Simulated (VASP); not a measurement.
Wanted: the native input for a VASP 6.6.1 run.

* Task: single point
* Functional: PBE
* Potentials or basis: VASP PAW PBE potentials, release 64 (Ho_3, Au, F), 4f in core
* Cutoff: 600 eV
* k mesh: 8 × 8 × 6
* Occupations: gaussian, width 0.02 eV
* Spin: no spin polarisation
* Dipole correction: no
* Further INCAR settings: ALGO = Normal; EDIFF = 1e-06; NBANDS = 33

The structure of HoAuF4 lies in POSCAR:

```
HoAuF4
1.0
    3.8215281332      0.0000000000      0.0000000000
    0.0000000000      3.8215281332      0.0000000000
    0.0000000000      0.0000000000      6.1765479003
Ho Au F
1 1 4
Direct
    0.5000000000      0.5000000000      0.5000000000
    0.0000000000      0.0000000000      0.0000000000
    0.5000000000      0.0000000000      0.7025732874
    0.0000000000      0.5000000000      0.2974267126
    0.5000000000      0.0000000000      0.2974267126
    0.0000000000      0.5000000000      0.7025732874
```

The cell was generated, and may not be a known phase.

One way to write it, as run:

INCAR

```
SYSTEM = HoAuF4
PREC = Accurate
ENCUT = 600
EDIFF = 1E-6
ISMEAR = 0
SIGMA = 0.02
LREAL = .False.
LASPH = .True.
NELM = 200
ALGO = Normal
ISIF = 2
LWAVE = .False.
LCHARG = .False.
GGA = PE
NBANDS = 33
GGA_COMPAT = .False.
LMAXMIX = 6
```

KPOINTS

```
Automatic mesh
0
Gamma
  8 8 6
  0 0 0
```

Potentials or basis: VASP PAW PBE potentials, release 64 (Ho_3, Au, F), 4f in core.

The run is started by

```console
$ cat potpaw_PBE.64/Ho_3/POTCAR potpaw_PBE.64/Au/POTCAR potpaw_PBE.64/F/POTCAR > POTCAR
$ mpirun -np 1 vasp_std > vasp.out
```

It gave:

* Pressure: 0.3 GPa
* Largest force: 0.072 eV/Å
* Band gap on the k mesh: 0.88 eV (least direct gap 0.95 eV)

Caveat: spin-orbit coupling is left out, which moves the levels of the heavy elements; the 4f electrons are frozen in the core, so they carry no moment and show no levels.

Run time: 86 s on 1 thread of Intel(R) Xeon(R) 6975P-C (Granite Rapids), on a shared host, peak memory 0.36 GiB.
